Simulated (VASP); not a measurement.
Runs of VASP 6.6.1 on TiN (pbe). The structure is that of space group Fm-3m (No. 225), or close to it. The cells are those of the table. 

```csv
task,cell,k mesh,cutoff (eV),smearing,gap on the mesh (eV),pressure (GPa),relaxed volume (Å³/atom)
relaxation of cell and atoms,"relaxed from a = 2.999 Å, angles 60.0°, 2 atoms",18 × 18 × 18,600,gaussian 0.1 eV,none,0.0,9.59
relaxation of cell and atoms,"relaxed from a = 3.003 Å, angles 60.0°, 2 atoms",18 × 18 × 18,600,fermi-dirac 0.15 eV,none,0.0,9.60
single point,"a = 3.004 Å, angles 60.0°, 2 atoms",18 × 18 × 18,520,fermi-dirac 0.15 eV,none,0.5,-
single point,"a = 3.003 Å, angles 60.0°, 2 atoms",18 × 18 × 18,520,gaussian 0.1 eV,none,0.5,-
single point,"a = 2.999 Å, angles 60.0°, 2 atoms",8 × 8 × 8,520,gaussian 0.1 eV,none,(a),-
```

Alike in all rows: level PBE; potentials or basis VASP PAW PBE potentials, release 64 (Ti_sv, N); no spin polarisation.

Task: Fill in the values left out.

Result: (a) 1.8.

A gap of «none» marks levels without a gap at the run's occupations.
